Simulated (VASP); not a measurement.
# Mo: single point with LDA

The system is Mo.

```
CELL_PARAMETERS angstrom
2.69448 0.00000 0.00000
-1.34724 2.33349 0.00000
0.00000 0.00000 2.47853
ATOMIC_POSITIONS crystal
Mo 0.00000 0.00000 0.50000
```

This cell differs from its parent crystal: strain -0.015 along x and y, -0.030 along z.

* Program: VASP 6.6.1
* Task: single point
* Functional: LDA
* Potentials or basis: VASP PAW LDA potentials, release 64 (Mo_sv)
* Cutoff: 520 eV
* k mesh: 18 × 18 × 18
* Occupations: gaussian, width 0.15 eV
* Spin: no spin polarisation
* Dipole correction: no
* Further INCAR settings: ALGO = Fast; EDIFF = 1e-06; NBANDS = 13

```json
{"Pressure": "7.1 GPa", "Band gap on the k mesh": "zero (bands 7 and 8 overlap by 2.26 eV)"}
```

Stress tensor (GPa, compression positive):
```
8.26 0.00 0.00
0.00 8.26 0.00
0.00 0.00 4.70
```

Levels at points of the mesh, in eV from the Fermi level:
| k point | band 5 | band 6 | band 7 | band 8 | band 9 | band 10 |
| --- | --- | --- | --- | --- | --- | --- |
| (0.00, 0.00, 0.00) | -6.89 | -4.61 | -0.99 | -0.99 | 4.60 | 4.60 |
| (0.50, 0.00, 0.00) | -5.22 | -3.32 | 1.27 | 1.28 | 3.88 | 4.75 |
| (0.00, 0.00, 0.50) | -3.67 | -0.02 | -0.02 | 0.34 | 0.71 | 0.71 |
| (0.50, 0.00, 0.50) | -5.78 | -3.50 | -0.65 | 5.18 | 6.78 | 6.78 |

It took 22 s on 1 thread of AMD EPYC 9R45 96-Core Processor (Zen 5) (shared host), peak memory 0.14 GiB.

Caveat: the cell differs from its parent crystal (strain -0.015 along x and y, -0.030 along z); the cell stands under pressure.
